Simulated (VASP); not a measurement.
Set up this calculation in VASP 6.6.1, as the native input.

* Task: relaxation of the atoms
* Functional: PBE
* Potentials or basis: VASP PAW PBE potentials, release 64 (Si, Ti_sv)
* Cutoff: 520 eV
* k mesh: 2 × 2 × 2
* Occupations: fermi-dirac, width 0.02 eV
* Spin: no spin polarisation
* Dipole correction: no
* Further INCAR settings: LREAL = Auto; ALGO = Normal; EDIFF = 1e-06; IBRION = 2; EDIFFG = -0.08; NSW = 45

The structure of TiSi16 (a cell with a defect) lies in POSCAR:

```
TiSi16
1.0
    0.0000000000      5.4300000000      5.4300000000
    5.4300000000      0.0000000000      5.4300000000
    5.4300000000      5.4300000000      0.0000000000
Si Ti
16 1
Direct
    0.0000000000      0.0000000000      0.0000000000
    0.1250000000      0.1250000000      0.1250000000
    0.0000000000      0.0000000000      0.5000000000
    0.1250000000      0.1250000000      0.6250000000
    0.0000000000      0.5000000000      0.0000000000
    0.1250000000      0.6250000000      0.1250000000
    0.0000000000      0.5000000000      0.5000000000
    0.1250000000      0.6250000000      0.6250000000
    0.5000000000      0.0000000000      0.0000000000
    0.6250000000      0.1250000000      0.1250000000
    0.5000000000      0.0000000000      0.5000000000
    0.6250000000      0.1250000000      0.6250000000
    0.5000000000      0.5000000000      0.0000000000
    0.6250000000      0.6250000000      0.1250000000
    0.5000000000      0.5000000000      0.5000000000
    0.6250000000      0.6250000000      0.6250000000
    0.3802992000      0.3689390000      0.3707254000
```

One way to write it, as run:

INCAR

```
SYSTEM = TiSi16
  PREC = Accurate
  ENCUT = 520
  EDIFF = 1E-6
  ISMEAR = -1
  SIGMA = 0.02
  LREAL = Auto
  LASPH = .True.
  NELM = 60
  ALGO = Normal
  ISIF = 2
  LWAVE = .False.
  LCHARG = .False.
  GGA = PE
  IBRION = 2
  NSW = 45
  EDIFFG = -0.08
```

KPOINTS

```
regular mesh
0
Gamma
  2 2 2
  0 0 0
```

Potentials or basis: VASP PAW PBE potentials, release 64 (Si, Ti_sv).

Command:

```console
$ cat potpaw_PBE.64/Si/POTCAR potpaw_PBE.64/Ti_sv/POTCAR > POTCAR
$ mpirun -np 1 vasp_std > vasp.out
```

Results of the run:

```yaml
Energy_gained_by_relaxing: 23.6 meV/atom
Ionic_steps: 6
Pressure_after_relaxing: 4.0 GPa
Largest_force_after_relaxing: 0.040 eV/Å
Band_gap_on_the_k_mesh: zero (bands 38 and 39 overlap by 0.43 eV)
```

Caveat: the k points lie up to 0.50 Å⁻¹ apart; the relaxation stopped at a loose force limit of 0.08 eV/Å, so its end isn't a converged minimum.

Wall time 24 min on 1 thread of Oxide Virtual Turin-like Processor (shared host), peak memory 0.52 GiB.
